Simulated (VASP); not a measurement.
Ir6O, 14 atoms in the cell. The cell holds a slab with vacuum, 14 atoms: a = 5.430 Å, b = 5.430 Å, c = 23.668 Å, α = 90.00°, β = 90.00°, γ = 120.00°. 

* Program: VASP 6.6.1
* Task: single point
* Functional: PBE
* Potentials or basis: VASP PAW PBE potentials, release 64 (Ir_sv_GW, O)
* Cutoff: 520 eV
* k mesh: 6 × 6 × 1
* Occupations: fermi-dirac, width 0.05 eV
* Spin: no spin polarisation
* Dipole correction: yes
* Further INCAR settings: ALGO = Normal; EDIFF = 1e-06; NBANDS = 121; NELMDL = -8

Potentials or basis: VASP PAW PBE potentials, release 64 (Ir_sv_GW, O).

Command:

```bash
$ cat potpaw_PBE.64/Ir_sv_GW/POTCAR potpaw_PBE.64/O/POTCAR > POTCAR
$ mpirun -np 1 vasp_std > vasp.out
```

Hardware: 1 thread of Intel(R) Xeon(R) 6975P-C (Granite Rapids), with other jobs on the host.

Question: Estimate the wall time of this run.

Answer: It took 67 min on 1 thread of Intel(R) Xeon(R) 6975P-C (Granite Rapids) (shared host), peak memory 1 GiB. Counts: scf iterations 58, k points 13.
